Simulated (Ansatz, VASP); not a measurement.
## Hf in VASP and in Ansatz

```
CELL_PARAMETERS angstrom
3.20000 0.00000 0.00000
-1.60000 2.77128 0.00000
0.00000 0.00000 5.06240
ATOMIC_POSITIONS crystal
Hf 0.33333 0.66667 0.75000
Hf 0.66667 0.33333 0.25000
```

Alike in both runs: task relaxation of cell and atoms; functional LDA; k mesh 16 × 16 × 8; occupations gaussian, width 0.05 eV; no spin polarisation.

|  | VASP | Ansatz |
| --- | --- | --- |
| version | VASP 6.6.1 | Ansatz 0.2.0 |
| potentials or method | VASP PAW LDA potentials, release 64 (Hf_pv), cutoff 600 eV | scalar-relativistic, plane waves, PAW |
| valence electrons in the cell | 20 | 52 |

Ansatz gave:

* relaxed volume (Å³/atom): 20.81
* relaxed cell length with the largest relative difference (Å): 3.120

Which values does VASP return?

Relaxed volume (Å³/atom): 20.83; relaxed cell length with the largest relative difference (Å): 3.123.

LDA's correlation is that of Perdew and Zunger in VASP and of Perdew and Wang (1992) in Ansatz. VASP's potentials hold 20 valence electrons a cell and Ansatz's 52, so a difference there can come from the potentials and not from the codes.

Spin-orbit coupling is off throughout.
